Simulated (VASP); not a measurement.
# C18F in VASP: notebook

The runs below take C18F through single point, with LDA.

Everything below comes from runs of VASP 6.6.1. Logs are shortened: lines on timing, memory, paths and dates and some standing lists are left out, and cuts for length are marked.

## Step 1: The cell of the first run

The cell holds a slab with vacuum, 19 atoms: a = 7.398 Å, b = 7.398 Å, c = 11.000 Å, α = 90.00°, β = 90.00°, γ = 120.00°.

## Step 2: Single point, LDA, collinear spin, zero start

Input file INCAR:

```
SYSTEM = C18F
ALGO = Normal
EDIFF = 1E-6
ENCUT = 520
ISIF = 2
ISMEAR = -1
ISPIN = 2
LASPH = .TRUE.
LCHARG = .FALSE.
LORBIT = 11
LREAL = Auto
LWAVE = .FALSE.
MAGMOM = 0 0 0 0 0 0 0 0 0 0 0 0 0 0 0 0 0 0 0
NBANDS = 58
NELM = 150
PREC = Accurate
SIGMA = 0.05
```

Input file KPOINTS:

```
k-points
0
G
  2 2 1
  0 0 0
```

Input file POSCAR:

```
C18F
1.0
    7.3980000000      0.0000000000      0.0000000000
   -3.6990000000      6.4068560000      0.0000000000
    0.0000000000      0.0000000000     11.0000000000
C F
18 1
Direct
    0.0063739137      0.0039705903      0.0860276364
    0.2292189692      0.1162211231      0.0847192727
    0.0041328231      0.3365830292      0.0900402727
    0.2288619015      0.4489465660      0.1201566364
    0.0063743813      0.6714375975      0.0860219091
    0.2292187239      0.7820278776      0.0847129091
    0.3401512244      0.0045911755      0.0814740000
    0.5621955838      0.1156147415      0.0812497273
    0.3412260400      0.3365842778      0.0900367273
    0.5615893011      0.4485930385      0.0847080000
    0.3412232170      0.6736697375      0.0900369091
    0.5615874304      0.7820272533      0.0847102727
    0.6732155243      0.0045905511      0.0814713636
    0.8957771655      0.1162201866      0.0847181818
    0.6732176098      0.3376590640      0.0814643636
    0.8957792632      0.4485906972      0.0847097273
    0.6738438381      0.6714386901      0.0860230909
    0.8955318133      0.7822826048      0.0856787273
    0.2288573609      0.4489272117      0.2565859091
```

Potentials or basis: VASP PAW LDA potentials, release 64 (C, F).

Run with:

```
cat potpaw_LDA.64/C/POTCAR potpaw_LDA.64/F/POTCAR > POTCAR
mpirun -np 1 vasp_std > vasp.out
```

OUTCAR:

```text
SYSTEM = C18F
   EDIFF = 1E-6
   ENCUT = 520
   ISIF = 2
   ISMEAR = -1
   ISPIN = 2
   LASPH = .TRUE.
   LORBIT = 11
   LREAL = Auto
   NELM = 150
   PREC = Accurate

 ion  position               nearest neighbor table
   1  0.006  0.004  0.086-  18 1.42   2 1.43  14 1.43
   2  0.229  0.116  0.085-   9 1.41   7 1.43   1 1.43
   3  0.004  0.337  0.090-  16 1.41  14 1.41   4 1.48
   4  0.229  0.449  0.120-  11 1.48   9 1.48   3 1.48  19 1.50
   5  0.006  0.671  0.086-  18 1.42   6 1.43  16 1.43
   6  0.229  0.782  0.085-  11 1.41   7 1.43   5 1.43
   7  0.340  0.005  0.081-   8 1.42   2 1.43   6 1.43
   8  0.562  0.116  0.081-  13 1.42  15 1.42   7 1.42
   9  0.341  0.337  0.090-   2 1.41  10 1.41   4 1.48
  10  0.562  0.449  0.085-   9 1.41  15 1.43  17 1.43
  11  0.341  0.674  0.090-   6 1.41  12 1.41   4 1.48
  12  0.562  0.782  0.085-  11 1.41  13 1.43  17 1.43
  13  0.673  0.005  0.081-   8 1.42  14 1.43  12 1.43
  14  0.896  0.116  0.085-   3 1.41  13 1.43   1 1.43
  15  0.673  0.338  0.081-   8 1.42  16 1.43  10 1.43
  16  0.896  0.449  0.085-   3 1.41  15 1.43   5 1.43
  17  0.674  0.671  0.086-  18 1.42  12 1.43  10 1.43
  18  0.896  0.782  0.086-   5 1.42  17 1.42   1 1.42
  19  0.229  0.449  0.257-   4 1.50

  LATTYP: Found a hexagonal cell.
 ALAT       =     7.3980000000
 C/A-ratio  =     1.4868883482

  Lattice vectors:

 A1 = (   7.3980000000,   0.0000000000,   0.0000000000)
 A2 = (  -3.6990000000,   6.4068560000,   0.0000000000)
 A3 = (   0.0000000000,   0.0000000000,  11.0000000000)

Analysis of symmetry for initial positions (statically):
=====================================================================
 Subroutine PRICEL returns:
 Original cell was already a primitive cell.

 Routine SETGRP: Setting up the symmetry group for a
 hexagonal supercell.

 Subroutine GETGRP returns: Found  1 space group operations
 (whereof  1 operations were pure point group operations)
 out of a pool of 24 trial point group operations.

The static configuration has the point symmetry C_1 .

Analysis of symmetry for dynamics (positions and initial velocities):
=====================================================================
 Subroutine PRICEL returns:
 Original cell was already a primitive cell.

 Routine SETGRP: Setting up the symmetry group for a
 hexagonal supercell.

 Subroutine GETGRP returns: Found  1 space group operations
 (whereof  1 operations were pure point group operations)
 out of a pool of 24 trial point group operations.

The dynamic configuration has the point symmetry C_1 .

Analysis of structural, dynamic, and magnetic symmetry:
=====================================================================
 Subroutine PRICEL returns:
 Original cell was already a primitive cell.

 Routine SETGRP: Setting up the symmetry group for a
 hexagonal supercell.

 Subroutine GETGRP returns: Found  1 space group operations
 (whereof  1 operations were pure point group operations)
 out of a pool of 24 trial point group operations.

The overall configuration has the point symmetry C_1 .

 Subroutine INISYM returns: Found  1 space group operations
 (whereof  1 operations are pure point group operations),
 and found     1 'primitive' translations

----------------------------------------------------------------------------------------

                                     Primitive cell

  volume of cell :     521.3771

  direct lattice vectors                    reciprocal lattice vectors
     7.398000000  0.000000000  0.000000000     0.135171668  0.078041398  0.000000000
    -3.699000000  6.406856000  0.000000000     0.000000000  0.156082796  0.000000000
     0.000000000  0.000000000 11.000000000     0.000000000  0.000000000  0.090909091

  length of vectors
     7.398000000  7.398000054 11.000000000     0.156082797  0.156082796  0.090909091

  position of ions in fractional coordinates (direct lattice)
     0.006373914  0.003970590  0.086027636
     0.229218969  0.116221123  0.084719273
     0.004132823  0.336583029  0.090040273
     0.228861901  0.448946566  0.120156636
     0.006374381  0.671437598  0.086021909
     0.229218724  0.782027878  0.084712909
[... 11 lines left out ...]
     0.895531813  0.782282605  0.085678727
     0.228857361  0.448927212  0.256585909

  ion indices of the primitive-cell ions
   primitive index   ion index
                 1           1
                 2           2
                 3           3
                 4           4
                 5           5
                 6           6
[... 11 lines left out ...]
                18          18
                19          19

----------------------------------------------------------------------------------------

 KPOINTS: k-points

Automatic generation of k-mesh.
 Grid dimensions read from file:
 generate k-points for:    2    2    1

 Generating k-lattice:

  Cartesian coordinates                     Fractional coordinates (reciprocal lattice)
     0.067585834  0.039020699  0.000000000     0.500000000 -0.000000000  0.000000000
     0.000000000  0.078041398  0.000000000     0.000000000  0.500000000  0.000000000
     0.000000000  0.000000000  0.090909091     0.000000000  0.000000000  1.000000000

  Length of vectors
     0.078041399  0.078041398  0.090909091

  Shift w.r.t. Gamma in fractional coordinates (k-lattice)
     0.000000000  0.000000000  0.000000000

 Subroutine IBZKPT returns following result:
 ===========================================

 Found      4 irreducible k-points:

 Following reciprocal coordinates:
            Coordinates               Weight
  0.000000  0.000000  0.000000      1.000000
  0.500000 -0.000000  0.000000      1.000000
  0.000000  0.500000  0.000000      1.000000
  0.500000  0.500000  0.000000      1.000000
   k-points           NKPTS =      4   k-points in BZ     NKDIM =      4   number of bands    NBANDS=     58
   number of dos      NEDOS =    301   number of ions     NIONS =     19
   total plane-waves  NPLWV = 263424
   dimension x,y,z NGX =    56 NGY =   56 NGZ =   84
   dimension x,y,z NGXF=   112 NGYF=  112 NGZF=  168
   ions per type =              18   1
   NGX,Y,Z   is equivalent  to a cutoff of  12.58, 12.58, 12.70 a.u.
   NGXF,Y,Z  is equivalent  to a cutoff of  25.17, 25.17, 25.39 a.u.
 SYSTEM =  C18F
   PREC   = accura    normal or accurate (medium, high low for compatibility)
   ISTART =      0    job   : 0-new  1-cont  2-samecut
   ICHARG =      2    charge: 1-file 2-atom 10-const
   ISPIN  =      2    spin polarized calculation?
   LNONCOLLINEAR =      F non collinear calculations
   LSORBIT =      F    spin-orbit coupling
   LASPH  =      T    aspherical Exc in radial PAW
   ENCUT  =  520.0 eV  38.22 Ry    6.18 a.u.  13.76 13.76 20.45*2*pi/ulx,y,z
   NELM   =    150;   NELMIN=  2; NELMDL= -5     # of ELM steps
   EDIFF  = 0.1E-05   stopping-criterion for ELM
   LREAL  =      T    real-space projection
   EDIFFG = 0.1E-04   stopping-criterion for IOM
   NSW    =      0    number of steps for IOM
   IBRION =     -1    ionic relax: 0-MD 1-quasi-New 2-CG
   NFREE  =      0    steps in history (QN), initial steepest desc. (CG)
   ISIF   =      2    stress and relaxation
   ISYM   =      2    0-nonsym 1-usesym 2-fastsym
   POTIM  = 0.5000    time-step for ionic-motion
   TEBEG  =    0.0;   TEEND  =   0.0 temperature during run
   PSTRESS=    0.0 pullay stress
   NELECT =      79.0000    total number of electrons
   NUPDOWN=      -1.0000    fix difference up-down
   EMIN   =  10.00;   EMAX   =-10.00  energy-range for DOS
   EFERMI =   0.00;   METHOD = LEGACY
   ISMEAR =    -1;   SIGMA  =   0.05  broadening in eV -4-tet -1-fermi 0-gaus
   EFERMI_NEDOS =   21; number of points for ismear=-14 and -15
   IALGO  =     38    algorithm
   IMIX   =      4    mixing-type and parameters
     AMIX     =   0.40;   BMIX     =  1.00
     AMIX_MAG =   1.60;   BMIX_MAG =  1.00
  volume/ion in A,a.u.               =      27.44       185.18
  Fermi-wavevector in a.u.,A,eV,Ry     =   0.872770  1.649296 10.363934  0.761728
  Thomas-Fermi vector in A             =   1.992066
   LORBIT       =     11    0 simple, 1 ext, 2 COOP (PROOUT), +10 PAW based schemes
   GGA     = CA    functional components
   LHFCALC =     F    Hartree Fock is set to
   AEXX    =    0.0000 exact exchange contribution
   IVDW    =     0    specifies the selected vdW correction
   LEPSILON=     F    determine dielectric tensor
   LRPA    =     F    only Hartree local field effects (RPA)
 spin polarized calculation
  energy-cutoff  :      520.00
  volume of cell :      521.38
 maximum number of plane-waves:     14099
 NGX is ok and might be reduce to    56
   NGX = 27   NGY = 27   NGZ = 41

 number of electron      78.9999998 magnetization       0.0000000

 number of electron      78.9999998 magnetization      -0.0000000

 Free energy of the ion-electron system (eV)
  ---------------------------------------------------
  ext. energy  EPLUGINS =         0.00000000
  ---------------------------------------------------
  free energy    TOTEN  =      -184.49222275 eV

  energy without entropy =     -184.49109236  energy(sigma->0) =     -184.49165756

 E-fermi :  -2.3488     XC(G=0):  -4.2154

 val. band max:       -2.6941912902   @ k =   0.0000   0.5000   0.0000
 cond. band min:      -2.0532632332   @ k =   0.0000   0.0000   0.0000
 fundamental gap:      0.6409280570
 Fermi energy:        -2.3487703156

 spin component 1

 k-point     1 :       0.0000    0.0000    0.0000
  band No.  band energies     occupation
      1     -25.8399      1.00000
      2     -21.2586      1.00000
      3     -18.8262      1.00000
      4     -18.8262      1.00000
      5     -18.8086      1.00000
      6     -18.7339      1.00000
[... 43 lines left out ...]
     50       4.0589      0.00000
     51       4.5410      0.00000
[... 160 lines left out ...]
     50       4.2481      0.00000
     51       4.3472      0.00000
 Fermi energy:        -2.3487703156

 spin component 2

 k-point     1 :       0.0000    0.0000    0.0000
  band No.  band energies     occupation
      1     -25.8399      1.00000
      2     -21.2586      1.00000
      3     -18.8262      1.00000
      4     -18.8262      1.00000
      5     -18.8086      1.00000
      6     -18.7339      1.00000
[... 43 lines left out ...]
     50       4.0590      0.00000
     51       4.5410      0.00000
[... 160 lines left out ...]
     50       4.2481      0.00000
     51       4.3472      0.00000
 [bands above 51 left out]

------------------------ aborting loop because EDIFF is reached ----------------------------------------

  FORCE on cell =-STRESS in cart. coord.  units (eV):
  Direction    XX          YY          ZZ          XY          YZ          ZX
  --------------------------------------------------------------------------------------
  -------------------------------------------------------------------------------------
  Total       -9.8087062     -9.7943020      0.1765720     -0.0007378     -0.0023869      0.0019027
  in kB      -30.1418797    -30.0976162      0.5426009     -0.0022672     -0.0073349      0.0058471
  external PRESSURE =     -19.8989650 kB  Pullay stress =       0.0000000 kB

 VOLUME and BASIS-vectors are now :
 -----------------------------------------------------------------------------
  energy-cutoff  :      520.00
  volume of cell :      521.38
      direct lattice vectors                 reciprocal lattice vectors
     7.398000000  0.000000000  0.000000000     0.135171668  0.078041398  0.000000000
    -3.699000000  6.406856000  0.000000000     0.000000000  0.156082796  0.000000000
     0.000000000  0.000000000 11.000000000     0.000000000  0.000000000  0.090909091

 POSITION                                       TOTAL-FORCE (eV/Angst)
 -----------------------------------------------------------------------------------
      0.03247      0.02544      0.94630        -0.000519     -0.000725     -0.000137
      1.26586      0.74461      0.93191        -0.004957      0.004698      0.000738
     -1.21445      2.15644      0.99044         0.007094      0.006746     -0.005527
      0.03247      2.87634      1.32172         0.001623     -0.001863     -0.205324
     -2.43649      4.30180      0.94624        -0.002396      0.000859      0.003788
     -1.19696      5.01034      0.93184        -0.000556     -0.006960     -0.002011
[... 11 lines left out ...]
      3.73148      5.01197      0.94247        -0.000776     -0.000545     -0.000116
      0.03250      2.87621      2.82245         0.001522      0.000074      0.246173
 -----------------------------------------------------------------------------------
    total drift:                                0.000291     -0.010737      0.017913

  FREE ENERGIE OF THE ION-ELECTRON SYSTEM (eV)
  ---------------------------------------------------
  free  energy   TOTEN  =      -184.4922227523 eV

  energy  without entropy=     -184.4910923627  energy(sigma->0) =     -184.49165756

 total charge

# of ion       s       p       d       tot
------------------------------------------
    1        0.851   1.793   0.000   2.643
    2        0.855   1.783   0.000   2.638
    3        0.853   1.784   0.000   2.637
    4        0.824   1.690   0.000   2.514
    5        0.851   1.793   0.000   2.643
    6        0.855   1.783   0.000   2.638
[... 11 lines left out ...]
   18        0.855   1.789   0.000   2.644
   19        1.746   4.304   0.000   6.050
--------------------------------------------------
tot         17.085  36.346   0.000  53.431

 magnetization (x)

# of ion       s       p       d       tot
------------------------------------------
    1        0.000   0.000   0.000   0.000
    2        0.000   0.000   0.000   0.000
    3        0.000   0.000   0.000   0.000
    4        0.000   0.000   0.000   0.000
    5        0.000   0.000   0.000   0.000
    6        0.000   0.000   0.000   0.000
[... 11 lines left out ...]
   18        0.000   0.000   0.000   0.000
   19        0.000   0.000   0.000   0.000
--------------------------------------------------
tot          0.000   0.000   0.000   0.000
```

Wall time 4 min (1 thread of Intel Xeon 6975P-C (Granite Rapids), shared host); peak memory 0.52 GiB.

What came out:

| Item | Value |
| --- | --- |
| Free energy | -184.4922 eV |
| Largest force | 0.246 eV/Å |
| Net moment | 0.00 μB per cell |
| Valence electrons inside the program's atomic spheres | C 2.64, 2.51, 2.63, 2.65 (each value once); F 6.05 |

Forces in eV/Å, atoms in the order of the input:
```
C   -0.001 -0.001  0.000
C   -0.005  0.005  0.001
C    0.007  0.007 -0.006
C    0.002 -0.002 -0.205
C   -0.002  0.001  0.004
C   -0.001 -0.007 -0.002
C    0.002  0.005 -0.006
C    0.002 -0.007 -0.008
C   -0.010  0.011 -0.009
C   -0.003  0.002  0.004
C   -0.003 -0.009 -0.006
C    0.007  0.000  0.000
C    0.007  0.001 -0.007
C    0.003 -0.010  0.002
C   -0.004 -0.003 -0.004
C    0.003  0.005 -0.002
C   -0.004  0.004 -0.002
C   -0.001 -0.001  0.000
F    0.002  0.000  0.246
```

Levels at points of the mesh, in eV from the Fermi level:
Spin up:
```csv
k point,band 38,band 39,band 40,band 41,band 42,band 43
"(0.00, 0.00, 0.00)",-2.32,0.30,0.44,0.44,1.81,4.03
"(0.50, 0.00, 0.00)",-2.15,-1.98,-0.35,2.15,2.77,2.87
"(0.00, 0.50, 0.00)",-2.15,-1.98,-0.35,2.15,2.77,2.87
"(0.50, 0.50, 0.00)",-2.15,-1.98,-0.35,2.15,2.77,2.87
```
Spin down:
```
           k point  band 38  band 39  band 40  band 41  band 42  band 43
(0.00, 0.00, 0.00)    -2.32     0.30     0.44     0.44     1.81     4.03
(0.50, 0.00, 0.00)    -2.15    -1.98    -0.35     2.15     2.77     2.87
(0.00, 0.50, 0.00)    -2.15    -1.98    -0.35     2.15     2.77     2.87
(0.50, 0.50, 0.00)    -2.15    -1.98    -0.35     2.15     2.77     2.87
```

Caveat: the k points lie up to 0.49 Å⁻¹ apart.

## Step 3: Single point, LDA, collinear spin

Input file INCAR:

```
SYSTEM = C18F
ALGO = Normal
EDIFF = 1E-6
ENCUT = 520
GGA = CA
ISIF = 2
ISMEAR = -1
ISPIN = 2
LASPH = .True.
LCHARG = .False.
LORBIT = 11
LREAL = Auto
LWAVE = .False.
MAGMOM = 0 0 0 0 0 0 0 0 0 0 0 0 0 0 0 0 0 0 1
NBANDS = 58
NELM = 150
PREC = Accurate
SIGMA = 0.05
```

Input file KPOINTS:

```
k-points
0
Gamma
  2 2 1
  0 0 0
```

Input file POSCAR:

```
C18F
1.0
    7.3980000000      0.0000000000      0.0000000000
   -3.6990000000      6.4068560000      0.0000000000
    0.0000000000      0.0000000000     11.0000000000
C F
18 1
Direct
    0.0068179219      0.0045912004      0.0814740025
    0.2288623142      0.1156147341      0.0812497143
    0.0078927741      0.3365842834      0.0900367336
    0.2282559485      0.4485929661      0.0847079851
    0.0078899129      0.6736698022      0.0900369272
    0.2282541138      0.7820273339      0.0847103113
    0.3398822379      0.0045905365      0.0814713726
    0.5624438102      0.1162201819      0.0847181986
    0.3398842806      0.3376590010      0.0814643421
    0.5624458949      0.4485906815      0.0847097005
    0.3405105048      0.6714387474      0.0860230991
    0.5621984941      0.7822825653      0.0856787121
    0.6730406219      0.0039705880      0.0860276849
    0.8958856741      0.1162211043      0.0847192403
    0.6707994955      0.3365830891      0.0900402489
    0.8955285754      0.4489466065      0.1201566479
    0.6730410323      0.6714375771      0.0860218874
    0.8958854422      0.7820279210      0.0847129132
   -0.1044759493      0.4489272804      0.2565858784
```

Potentials or basis: VASP PAW LDA potentials, release 64 (C, F).

Run with:

```
cat potpaw_LDA.64/C/POTCAR potpaw_LDA.64/F/POTCAR > POTCAR
mpirun -np 1 vasp_std > vasp.out
```

It took 6.3 min on 1 thread of Intel Xeon Platinum 8488C (Sapphire Rapids), shared host; peak memory 0.51 GiB.

The run converged. Its results:

- Free energy: -184.4922 eV
- Largest force: 0.245 eV/Å
- Net moment: 0.00 μB per cell
- Valence electrons inside the program's atomic spheres: C 2.63, 2.65, 2.64, 2.51 (each value once); F 6.05

Forces on the atoms (eV/Å):
```
C   -0.001 -0.001 -0.007
C   -0.001  0.005 -0.005
C   -0.007  0.010 -0.005
C    0.000  0.004  0.000
C    0.000 -0.011 -0.010
C    0.003 -0.005 -0.005
C    0.002  0.001 -0.005
C    0.007 -0.003  0.003
C   -0.002  0.001 -0.007
C   -0.004  0.001  0.002
C   -0.001  0.001  0.001
C    0.006  0.004  0.003
C    0.004 -0.002  0.003
C   -0.004 -0.012  0.001
C    0.008  0.007 -0.008
C    0.001 -0.002 -0.208
C   -0.003  0.002  0.000
C   -0.007  0.000  0.002
F    0.000  0.001  0.245
```

Levels at points of the mesh, in eV from the Fermi level:
Spin up:
| k point | band 38 | band 39 | band 40 | band 41 | band 42 | band 43 |
| --- | --- | --- | --- | --- | --- | --- |
| (0.00, 0.00, 0.00) | -2.32 | 0.30 | 0.44 | 0.44 | 1.81 | 4.03 |
| (0.50, 0.00, 0.00) | -2.15 | -1.98 | -0.35 | 2.15 | 2.77 | 2.87 |
| (0.00, 0.50, 0.00) | -2.15 | -1.98 | -0.35 | 2.15 | 2.77 | 2.87 |
| (0.50, 0.50, 0.00) | -2.15 | -1.98 | -0.35 | 2.15 | 2.77 | 2.87 |
Spin down:
```
           k point  band 38  band 39  band 40  band 41  band 42  band 43
(0.00, 0.00, 0.00)    -2.32     0.30     0.44     0.44     1.81     4.03
(0.50, 0.00, 0.00)    -2.15    -1.98    -0.35     2.15     2.77     2.87
(0.00, 0.50, 0.00)    -2.15    -1.98    -0.35     2.15     2.77     2.87
(0.50, 0.50, 0.00)    -2.15    -1.98    -0.35     2.15     2.77     2.87
```

Caveat: the k points lie up to 0.49 Å⁻¹ apart.
